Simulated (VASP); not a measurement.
# AlIn2N3 (P4/mmm) in VASP: a series of runs, part 2 of 2

VASP 6.6.1. Earlier steps stand in the parts before.

## (3) Single point, PBE, collinear spin, ferromagnetic start

This run uses another cell than the first one, of 18.66 Å³/atom, 1.296 times its volume.

INCAR

```
SYSTEM = AlIn2N3
PREC = Accurate
ENCUT = 520
EDIFF = 1E-7
ISMEAR = 0
SIGMA = 0.1
LREAL = .False.
LASPH = .True.
NELM = 150
ALGO = Normal
ISIF = 2
LWAVE = .False.
LCHARG = .False.
ISPIN = 2
MAGMOM = 0 0 0 1 1 1
LORBIT = 11
GGA = PE
NBANDS = 35
```

KPOINTS

```
regular mesh
0
Gamma
  6 6 2
  0 0 0
```

POSCAR

```
AlIn2N3
1.0
    3.2234360400      0.0000000000      0.0000000000
    0.0000000000      3.2234360400      0.0000000000
    0.0000000000      0.0000000000     10.7753262300
Al In N
1 2 3
Direct
    0.5000000000      0.5000000000      0.5000000000
    0.5000000000      0.5000000000      0.8473602500
    0.5000000000      0.5000000000      0.1526397500
    0.0000000000      0.0000000000      0.0000000000
    0.0000000000      0.0000000000      0.7145522800
    0.0000000000      0.0000000000      0.2854477200
```

Potentials or basis: VASP PAW PBE potentials, release 64 (Al, In_d, N).

Command:

```
$ cat potpaw_PBE.64/Al/POTCAR potpaw_PBE.64/In_d/POTCAR potpaw_PBE.64/N/POTCAR > POTCAR
$ mpirun -np 1 vasp_std > vasp.out
```

OUTCAR:

```text
SYSTEM = AlIn2N3
   PREC = Accurate
   ENCUT = 520
   EDIFF = 1E-7
   ISMEAR = 0
   LREAL = .False.
   LASPH = .True.
   NELM = 150
   ISIF = 2
   ISPIN = 2
   LORBIT = 11
   GGA = PE

 ion  position               nearest neighbor table
   1  0.500  0.500  0.500-
   2  0.500  0.500  0.847-   5 2.69   5 2.69   5 2.69   5 2.69   4 2.81   4 2.81   4 2.81   4 2.81
                             3 3.29
   3  0.500  0.500  0.153-   6 2.69   6 2.69   6 2.69   6 2.69   4 2.81   4 2.81   4 2.81   4 2.81
                             2 3.29
   4  0.000  0.000  0.000-   2 2.81   3 2.81   2 2.81   3 2.81   2 2.81   3 2.81   2 2.81   3 2.81

   5  0.000  0.000  0.715-   2 2.69   2 2.69   2 2.69   2 2.69
   6  0.000  0.000  0.285-   3 2.69   3 2.69   3 2.69   3 2.69

  LATTYP: Found a simple tetragonal cell.
 ALAT       =     3.2234360400
 C/A-ratio  =     3.3428075185

  Lattice vectors:

 A1 = (   3.2234360400,   0.0000000000,   0.0000000000)
 A2 = (   0.0000000000,   3.2234360400,   0.0000000000)
 A3 = (   0.0000000000,   0.0000000000,  10.7753262300)

Analysis of symmetry for initial positions (statically):
=====================================================================
 Subroutine PRICEL returns:
 Original cell was already a primitive cell.

 Routine SETGRP: Setting up the symmetry group for a
 simple tetragonal supercell.

 Subroutine GETGRP returns: Found 16 space group operations
 (whereof 16 operations were pure point group operations)
 out of a pool of 16 trial point group operations.

The static configuration has the point symmetry D_4h.

Analysis of symmetry for dynamics (positions and initial velocities):
=====================================================================
 Subroutine PRICEL returns:
 Original cell was already a primitive cell.

 Routine SETGRP: Setting up the symmetry group for a
 simple tetragonal supercell.

 Subroutine GETGRP returns: Found 16 space group operations
 (whereof 16 operations were pure point group operations)
 out of a pool of 16 trial point group operations.

The dynamic configuration has the point symmetry D_4h.

Analysis of structural, dynamic, and magnetic symmetry:
=====================================================================
 Subroutine PRICEL returns:
 Original cell was already a primitive cell.

 Routine SETGRP: Setting up the symmetry group for a
 simple tetragonal supercell.

 Subroutine GETGRP returns: Found 16 space group operations
 (whereof 16 operations were pure point group operations)
 out of a pool of 16 trial point group operations.

The overall configuration has the point symmetry D_4h.

 Subroutine INISYM returns: Found 16 space group operations
 (whereof 16 operations are pure point group operations),
 and found     1 'primitive' translations

----------------------------------------------------------------------------------------

                                     Primitive cell

  volume of cell :     111.9615

  direct lattice vectors                    reciprocal lattice vectors
     3.223436040  0.000000000  0.000000000     0.310227964  0.000000000  0.000000000
[... 92 lines left out ...]
   NSW    =      0    number of steps for IOM
   IBRION =     -1    ionic relax: 0-MD 1-quasi-New 2-CG
   NFREE  =      0    steps in history (QN), initial steepest desc. (CG)
   ISIF   =      2    stress and relaxation
   ISYM   =      2    0-nonsym 1-usesym 2-fastsym
   POTIM  = 0.5000    time-step for ionic-motion
   TEBEG  =    0.0;   TEEND  =   0.0 temperature during run
   PSTRESS=    0.0 pullay stress
   NELECT =      44.0000    total number of electrons
   NUPDOWN=      -1.0000    fix difference up-down
   EMIN   =  10.00;   EMAX   =-10.00  energy-range for DOS
   EFERMI =   0.00;   METHOD = LEGACY
   ISMEAR =     0;   SIGMA  =   0.10  broadening in eV -4-tet -1-fermi 0-gaus
   EFERMI_NEDOS =   21; number of points for ismear=-14 and -15
   IALGO  =     38    algorithm
   IMIX   =      4    mixing-type and parameters
     AMIX     =   0.40;   BMIX     =  1.00
     AMIX_MAG =   1.60;   BMIX_MAG =  1.00
  volume/ion in A,a.u.               =      18.66       125.93
  Fermi-wavevector in a.u.,A,eV,Ry     =   1.199139  2.266044 19.564286  1.437934
  Thomas-Fermi vector in A             =   2.335010
   LORBIT       =     11    0 simple, 1 ext, 2 COOP (PROOUT), +10 PAW based schemes
   GGA     = PE    functional components
   LHFCALC =     F    Hartree Fock is set to
   AEXX    =    0.0000 exact exchange contribution
   IVDW    =     0    specifies the selected vdW correction
   LEPSILON=     F    determine dielectric tensor
   LRPA    =     F    only Hartree local field effects (RPA)
 spin polarized calculation
 Gauss-broadening in eV      SIGMA  =   0.10
  energy-cutoff  :      520.00
  volume of cell :      111.96
 maximum number of plane-waves:      3056
 NGX is ok and might be reduce to    24
   NGX = 11   NGY = 11   NGZ = 41

 number of electron      44.0000009 magnetization       2.2105002

 Free energy of the ion-electron system (eV)
  ---------------------------------------------------
  ext. energy  EPLUGINS =         0.00000000
  ---------------------------------------------------
  free energy    TOTEN  =       -23.62070001 eV

  energy without entropy =      -23.60183591  energy(sigma->0) =      -23.61126796

 E-fermi :   4.3505     XC(G=0):  -9.7998

 val. band max:        4.3345148004   @ k =   0.0000   0.0000   0.0000
 cond. band min:       4.3567310442   @ k =   0.5000   0.3333   0.0000
 fundamental gap:      0.0222162438
 Fermi energy:         4.3504745478

 spin component 1

 k-point     1 :       0.0000    0.0000    0.0000
  band No.  band energies     occupation
      1     -10.2867      1.00000
      2     -10.2746      1.00000
      3     -10.2120      1.00000
      4     -10.0838      1.00000
      5      -9.9272      1.00000
      6      -9.9272      1.00000
[... 729 lines left out ...]
     33      10.0818      0.00000
     34      10.7086      0.00000
 Fermi energy:         4.3504745478

 spin component 2

 k-point     1 :       0.0000    0.0000    0.0000
  band No.  band energies     occupation
      1     -10.3208      1.00000
      2     -10.3086      1.00000
      3     -10.2237      1.00000
      4     -10.0903      1.00000
      5      -9.9408      1.00000
      6      -9.9408      1.00000
[... 729 lines left out ...]
     33      10.1700      0.00000
     34      10.6294      0.00000
 [bands above 34 left out]

------------------------ aborting loop because EDIFF is reached ----------------------------------------

  FORCE on cell =-STRESS in cart. coord.  units (eV):
  Direction    XX          YY          ZZ          XY          YZ          ZX
  --------------------------------------------------------------------------------------
  -------------------------------------------------------------------------------------
  Total      -10.4533939    -10.4533939    -13.1146252      0.0000000     -0.0000000      0.0000000
  in kB     -149.5888949   -149.5888949   -187.6713262      0.0000000     -0.0000000      0.0000000
  external PRESSURE =    -162.2830387 kB  Pullay stress =       0.0000000 kB

 VOLUME and BASIS-vectors are now :
 -----------------------------------------------------------------------------
  energy-cutoff  :      520.00
  volume of cell :      111.96
      direct lattice vectors                 reciprocal lattice vectors
     3.223436040  0.000000000  0.000000000     0.310227964  0.000000000  0.000000000
     0.000000000  3.223436040  0.000000000     0.000000000  0.310227964  0.000000000
     0.000000000  0.000000000 10.775326230     0.000000000  0.000000000  0.092804615

 POSITION                                       TOTAL-FORCE (eV/Angst)
 -----------------------------------------------------------------------------------
      1.61172      1.61172      5.38766        -0.000000      0.000000     -0.000000
      1.61172      1.61172      9.13058        -0.000000     -0.000000     -0.792587
      1.61172      1.61172      1.64474         0.000000     -0.000000      0.792587
      0.00000      0.00000      0.00000        -0.000000      0.000000     -0.000000
      0.00000      0.00000      7.69953        -0.000000      0.000000      1.104411
      0.00000      0.00000      3.07579        -0.000000      0.000000     -1.104411
 -----------------------------------------------------------------------------------
    total drift:                                0.000000      0.000000      0.000000

  FREE ENERGIE OF THE ION-ELECTRON SYSTEM (eV)
  ---------------------------------------------------
  free  energy   TOTEN  =       -23.6207000060 eV

  energy  without entropy=      -23.6018359074  energy(sigma->0) =      -23.61126796

 total charge

# of ion       s       p       d       tot
------------------------------------------
    1        0.571   0.116   0.000   0.686
    2        0.764   0.415   9.900  11.080
    3        0.764   0.415   9.900  11.080
    4        1.334   2.069   0.000   3.403
    5        1.336   2.037   0.000   3.373
    6        1.336   2.037   0.000   3.373
--------------------------------------------------
tot          6.106   7.089  19.800  32.995

 magnetization (x)

# of ion       s       p       d       tot
------------------------------------------
    1        0.028  -0.020   0.000   0.008
    2       -0.039  -0.033   0.007  -0.065
    3       -0.039  -0.033   0.007  -0.065
    4        0.008   0.411   0.000   0.419
    5        0.013   0.645   0.000   0.658
    6        0.013   0.645   0.000   0.658
--------------------------------------------------
tot         -0.017   1.615   0.015   1.612
```

Wall time 6.8 min (1 thread of AMD EPYC 7R13, shared host); peak memory 0.27 GiB.

Results:

| Quantity | Value |
| --- | --- |
| Free energy | -23.6207 eV |
| Pressure | -16.2 GPa |
| Largest force | 1.104 eV/Å |
| Net moment | 2.21 μB per cell |
| Site moments | Al +0.01; In -0.07; N +0.42, +0.66 μB |
| Valence electrons inside the program's atomic spheres | Al 0.69; In 11.08; N 3.40, 3.37 |

Forces in eV/Å, atoms in the order of the input:
```
Al   0.000  0.000  0.000
In   0.000  0.000 -0.793
In   0.000  0.000  0.793
N    0.000  0.000  0.000
N    0.000  0.000  1.104
N    0.000  0.000 -1.104
```

Caveat: spin-orbit coupling is left out, which moves the levels of the heavy elements; forces of over 1 eV/Å act on the atoms, so gaps and moduli don't describe the material at rest.
